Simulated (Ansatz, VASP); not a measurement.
# One calculation of Mo, two programs

```
Mo
1.0
     2.60394    0.00000    0.00000
     0.00000    2.60394    0.00000
     0.00000    0.00000    2.60394
Mo
1
Direct
  0.00000 0.00000 0.00000
```

Alike in both runs: functional PBE; k mesh 12 × 12 × 12; occupations fermi-dirac, width 0.1 eV; no spin polarisation.

Ansatz relaxed the structure, and its values are those at the end. VASP's run is a single point on that final structure, the one shown.

```csv
,VASP,Ansatz
version,VASP 6.6.1,Ansatz 0.2.0
potentials or method,"VASP PAW PBE potentials, release 64 (Mo_sv), cutoff 520 eV","plane waves (420 eV) with PAW, scalar-relativistic"
valence electrons in the cell,14,14
```

Ansatz gave:

| Quantity | Value |
| --- | --- |
| pressure (GPa) | 0.0 |

**Question.** Estimate VASP's values.

**Answer.** Pressure (GPa): 0.5.

The functional is the same, so the differences come from potentials, cutoffs and numerics.
